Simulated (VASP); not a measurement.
Input of a VASP 6.6.1 run:

File POSCAR:

```
TaO
1.0
    2.5200000000      0.0000000000      0.0000000000
    0.0000000000      2.5200000000      0.0000000000
    0.0000000000      0.0000000000      3.4020000000
Ta O
1 1
Direct
    0.0000000000      0.0000000000      0.0000000000
    0.5000000000      0.5000000000      0.5000000000
```

The input INCAR.step1:

```
ALGO = Normal
EDIFF = 1E-4
ENCUT = 600
GGA = PE
ISMEAR = 0
LASPH = True
LCHARG = False
LREAL = False
LWAVE = True
NELM = 80
PREC = Accurate
SIGMA = 0.1
```

The input INCAR.step2:

```
ALGO = Normal
EDIFF = 1E-6
EDIFFG = -0.03
ENCUT = 600
IBRION = 2
ISIF = 3
ISMEAR = 0
ISTART = 1
LASPH = True
LCHARG = False
LMIXTAU = True
LREAL = False
LWAVE = False
METAGGA = R2SCAN
NELM = 80
NSW = 80
PREC = Accurate
PSTRESS = 200.0
SIGMA = 0.1
```

File KPOINTS:

```
k-points
0
Gamma
  7 7 5
```

Potentials or basis: VASP PAW PBE potentials, release 64 (Ta_pv, O).

Launch:

```bash
$ cat potpaw_PBE.64/Ta_pv/POTCAR potpaw_PBE.64/O/POTCAR > POTCAR
$ cp INCAR.step1 INCAR
$ mpirun -np 1 vasp_std > vasp.out
$ cp INCAR.step2 INCAR
$ mpirun -np 1 vasp_std > vasp.out
```

Q: What does it give for the space group after relaxing (to 0.05 Å)?

A: P4/mmm (No. 123).

Q: What does it give for the relaxed cell?

A: a = 2.798 Å, b = 2.798 Å, c = 2.664 Å, α = 90.00°, β = 90.00°, γ = 90.00°.

Q: Predict the relaxed volume.

A: 10.43 Å³/atom.

Stress tensor (GPa, compression positive):
```
20.19  0.00  0.00
 0.00 20.19  0.00
 0.00  0.00 19.94
```

Caveat: the k points lie up to 0.47 Å⁻¹ apart in the final cell; the cell is relaxed towards a set pressure, so the enthalpy falls and the energy may rise; the PAW data sets were made with another functional, which shifts forces and pressure a little; an odd number of electrons without spin polarisation forces a metal; a magnetic or distorted state may lie lower.
